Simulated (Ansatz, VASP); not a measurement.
**GaN in VASP and in Ansatz**

File INCAR:

```
PREC = Accurate ; ENCUT = 520
EDIFF = 1E-6 ; ISMEAR = 0
SIGMA = 0.05 ; LREAL = F
LASPH = T ; NELM = 80
ALGO = Normal ; ISIF = 2
LWAVE = F ; LCHARG = F
NBANDS = 26
```

File KPOINTS:

```
regular mesh
0
Gamma
  12 12 4
```

Contents of POSCAR:

```
GaN
1.0
    3.1518084874      0.0000000000      0.0000000000
   -1.5759042437      2.7295462179      0.0000000000
    0.0000000000      0.0000000000      5.1384146357
Ga N
2 2
Direct
    0.3333333333      0.6666666667      0.9992966109
    0.6666666667      0.3333333333      0.4992966109
    0.3333333333      0.6666666667      0.3757033891
    0.6666666667      0.3333333333      0.8757033891
```

Input for Ansatz:

```yaml
crystal:
  lattice:
    - [3.1518084855, 0.0, 0.0]
    - [-1.5759042428, 2.7295462163, 0.0]
    - [0.0, 0.0, 5.1384146361]
  atoms:
    - { symbol: Ga, position: [0.3333333333, 0.6666666667, 0.999296611] }
    - { symbol: Ga, position: [0.6666666667, 0.3333333333, 0.499296611] }
    - { symbol: "N", position: [0.3333333333, 0.6666666667, 0.375703389] }
    - { symbol: "N", position: [0.6666666667, 0.3333333333, 0.875703389] }
basis:
  ecutwfc: 420
kpoints:
  mp_grid: { grid: [12, 12, 4] }
hamiltonian:
  xc: lda
scf:
  occupations: { method: gaussian, width: 0.05 }
output:
  forces: true
  stress: true
  eigenvalues: true
  write_density: true
  write_potential: true
  elf: true
  volumetric_format: npy
```

Alike in both runs: task single point; functional LDA; k mesh 12 × 12 × 4; occupations gaussian, width 0.05 eV; no spin polarisation.

|  | VASP | Ansatz |
| --- | --- | --- |
| version | VASP 6.6.1 | Ansatz 0.2.0 |
| potentials or method | VASP PAW LDA potentials, release 64 (Ga_d, N), cutoff 520 eV | scalar-relativistic, plane waves, PAW |
| valence electrons in the cell | 36 | 36 |

```csv
,VASP,Ansatz,Ansatz less VASP
gap on the k mesh at the Fermi level (eV),2.15,2.13,-0.017
least direct gap on the mesh (eV),2.15,2.13,-0.017
pressure (GPa),1.1,0.0,-1.09
```

LDA's correlation is that of Perdew and Zunger in VASP and of Perdew and Wang (1992) in Ansatz.
